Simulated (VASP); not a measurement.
Here is a VASP 6.6.1 calculation.

The input POSCAR.step1:

```
Rh
1.0
    0.0000000000      1.8391155438      1.8391155438
    1.8391155438      0.0000000000      1.8391155438
    1.8391155438      1.8391155438      0.0000000000
Rh
1
Direct
    0.0000000000      0.0000000000      0.0000000000
```

The input POSCAR.step2:

```
Rh
1.0
    0.0000000000      1.8591074964      1.8591074964
    1.8591074964      0.0000000000      1.8591074964
    1.8591074964      1.8591074964      0.0000000000
Rh
1
Direct
    0.0000000000      0.0000000000      0.0000000000
```

POSCAR.step3

```
Rh
1.0
    0.0000000000      1.8786784872      1.8786784872
    1.8786784872      0.0000000000      1.8786784872
    1.8786784872      1.8786784872      0.0000000000
Rh
1
Direct
    0.0000000000      0.0000000000      0.0000000000
```

The input POSCAR.step4:

```
Rh
1.0
    0.0000000000      1.8978500000      1.8978500000
    1.8978500000      0.0000000000      1.8978500000
    1.8978500000      1.8978500000      0.0000000000
Rh
1
Direct
    0.0000000000      0.0000000000      0.0000000000
```

The input POSCAR.step5:

```
Rh
1.0
    0.0000000000      1.9166418162      1.9166418162
    1.9166418162      0.0000000000      1.9166418162
    1.9166418162      1.9166418162      0.0000000000
Rh
1
Direct
    0.0000000000      0.0000000000      0.0000000000
```

The input POSCAR.step6:

```
Rh
1.0
    0.0000000000      1.9350721950      1.9350721950
    1.9350721950      0.0000000000      1.9350721950
    1.9350721950      1.9350721950      0.0000000000
Rh
1
Direct
    0.0000000000      0.0000000000      0.0000000000
```

Contents of POSCAR.step7:

```
Rh
1.0
    0.0000000000      1.9531580302      1.9531580302
    1.9531580302      0.0000000000      1.9531580302
    1.9531580302      1.9531580302      0.0000000000
Rh
1
Direct
    0.0000000000      0.0000000000      0.0000000000
```

File INCAR:

```
GGA      = ML             # functional
LUSE_VDW = True         
AGGAC    = 0.0          
ZAB_VDW  = -1.8867      
ISMEAR   = 2              # smearing method
SIGMA    = 0.05           # smearing width, eV
LWAVE    = False          # write WAVECAR
LCHARG   = False          # write CHGCAR
ISIF     = 2              # what is computed and relaxed
NSW      = 0              # ionic steps
PREC     = Accurate       # precision mode
LASPH    = True           # aspherical terms in the spheres
LREAL    = False          # projectors in reciprocal space
ALGO     = Normal         # electronic algorithm
EDIFF    = 1E-7           # SCF threshold, eV
NELM     = 120            # most SCF steps
GGA_COMPAT= False        
ENCUT    = 640            # plane-wave cutoff, eV
```

The input KPOINTS:

```
Automatic mesh
0
Gamma
  23 23 23
  0 0 0
```

Potentials or basis: VASP PAW PBE potentials, release 64 (Rh_pv).

Run with:

```sh
$ cat potpaw_PBE.64/Rh_pv/POTCAR > POTCAR
$ cp POSCAR.step1 POSCAR
$ mpirun -np 1 vasp_std > vasp.out
$ cp POSCAR.step2 POSCAR
$ mpirun -np 1 vasp_std > vasp.out
$ cp POSCAR.step3 POSCAR
$ mpirun -np 1 vasp_std > vasp.out
$ cp POSCAR.step4 POSCAR
$ mpirun -np 1 vasp_std > vasp.out
$ cp POSCAR.step5 POSCAR
$ mpirun -np 1 vasp_std > vasp.out
$ cp POSCAR.step6 POSCAR
$ mpirun -np 1 vasp_std > vasp.out
$ cp POSCAR.step7 POSCAR
$ mpirun -np 1 vasp_std > vasp.out
```

Question: Estimate the equilibrium volume.

Answer: 15.34 Å³/atom (rough: see the caveat).

Question: Predict the bulk modulus.

Answer: 195 GPa (rough).

Energy against volume, from the lowest point:
| volume (Å³/atom) | energy (meV/atom) |
| --- | --- |
| 12.441 | 503.89 |
| 12.851 | 345.11 |
| 13.261 | 222.97 |
| 13.671 | 131.80 |
| 14.082 | 66.84 |
| 14.492 | 24.04 |
| 14.902 | 0.00 |

Caveat: the minimum lies outside the volumes run; the PAW data sets were made with another functional, which shifts forces and pressure a little.
